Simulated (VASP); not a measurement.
Here is a VASP 6.6.1 calculation.

Contents of INCAR:

```
ALGO = Normal
EDIFF = 1E-6
ENCUT = 520
GGA = PE
GGA_COMPAT = F
ISIF = 2
ISMEAR = -1
ISPIN = 2
LASPH = T
LCHARG = F
LORBIT = 11
LREAL = Auto
LWAVE = F
MAGMOM = 0 0 0 0 0 0 0 0 0 0 0 0 0 0 0 0 0.05 0.06 0.05 0.05 0.07 0.06 0.06 0.05 0.05 0.03 0.05 0.07 0.05 0.06 0.05 0.05 0.02
NBANDS = 94
NELM = 200
NUPDOWN = 1.0
PREC = Accurate
SIGMA = 0.01
```

Contents of KPOINTS:

```
k-points
0
Gamma
  1 1 1
```

File POSCAR:

```
Al16N16F
1.0
    6.2604124000      0.0000000600      0.0000000000
   -3.1302062500      5.4216761500      0.0000000000
    0.0000000000      0.0000000000     10.0361163400
Al N F
16 16 1
Direct
    0.3332819819      0.1666592670      0.2495662848
    0.1666297052      0.3332615822      0.4984121905
    0.3366206328      0.1683480834      0.7442955026
    0.1625708025      0.3251264507      0.9976909370
    0.3333597337      0.6667108711      0.2574136070
    0.1666298700      0.8334275921      0.4984147012
    0.3333642136      0.6667168572      0.7497366355
    0.1626229775      0.8375111230      0.9977611682
    0.8333774586      0.1666578209      0.2495678580
    0.6667064456      0.3334157063      0.4955719150
    0.8317263317      0.1683488992      0.7442961303
    0.6667078287      0.3334088454      0.9923589320
    0.8334063324      0.6668131868      0.2495257428
    0.6668022106      0.8334308757      0.4984138980
    0.8317620906      0.6635245123      0.7443130829
    0.6749094596      0.8375141674      0.9977612777
    0.3335313779      0.1667935324      0.4443157167
    0.1716269897      0.3432564343      0.2062471189
    0.3462513092      0.1731465374      0.9325162087
    0.1669967882      0.3339930279      0.6924924387
    0.3333537262      0.6666998110      0.4524620347
    0.1716612725      0.8284176637      0.2061248514
    0.3333447435      0.6666684726      0.9488590482
    0.1670160595      0.8330688779      0.6924978082
    0.8332597252      0.1667941091      0.4443138546
    0.6666953998      0.3333918833      0.1893895983
    0.8268997002      0.1731464230      0.9325134210
    0.6667193570      0.3334405217      0.6843979820
    0.8332838205      0.6665692726      0.4442706478
    0.6567705309      0.8284256439      0.2061226386
    0.8269509887      0.6538971210      0.9325606720
    0.6660618154      0.8330731527      0.6924925711
    0.0000923823      0.0001570505      0.0679400810
```

Potentials or basis: VASP PAW PBE potentials, release 64 (Al, N, F).

Launch:

```sh
$ cat potpaw_PBE.64/Al/POTCAR potpaw_PBE.64/N/POTCAR potpaw_PBE.64/F/POTCAR > POTCAR
$ mpirun -np 1 vasp_gam > vasp.out
```

(1) What does it give for the pressure?

(2) Estimate the largest force.

## Answers

(1) 5.7 GPa.

(2) 0.016 eV/Å.

Caveat: the k points lie up to 1.16 Å⁻¹ apart, too coarse for converged energies, forces and pressures; the total moment is fixed, so each spin has its own Fermi level and the state may be an excited one.
